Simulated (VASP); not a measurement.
Here is a VASP 6.6.1 calculation.

INCAR

```
SYSTEM = SiC
ALGO = Normal
EDIFF = 1E-6
ENCUT = 520
GGA = PE
ISIF = 2
ISMEAR = 0
LASPH = .True.
LCHARG = .True.
LELF = .True.
LREAL = .False.
LVHAR = .True.
LWAVE = .False.
NBANDS = 11
NELM = 100
PREC = Accurate
SIGMA = 0.05
```

The input KPOINTS:

```
k-points
0
Gamma
  12 12 12
  0 0 0
```

Contents of POSCAR:

```
SiC
1.0
    0.0000000000      2.2037845231      2.1156331421
    2.2037845231      0.0000000000      2.1156331421
    2.2037845231      2.2037845231      0.0000000000
Si C
1 1
Direct
    0.0000000000      0.0000000000      0.0000000000
    0.7500000000      0.7500000000      0.7500000000
```

Potentials or basis: VASP PAW PBE potentials, release 64 (Si, C).

The run is started by

```bash
$ cat potpaw_PBE.64/Si/POTCAR potpaw_PBE.64/C/POTCAR > POTCAR
$ mpirun -np 1 vasp_std > vasp.out
```

Q: Estimate the band gap on the k mesh.

A: 0.94 eV, indirect (least direct gap 4.50 eV).

Q: What does it give for the pressure?

A: 4.7 GPa.

Stress tensor (GPa, compression positive):
```
 1.44  0.00  0.00
 0.00  1.44  0.00
 0.00  0.00 11.07
```

 A k mesh can miss the band edges.
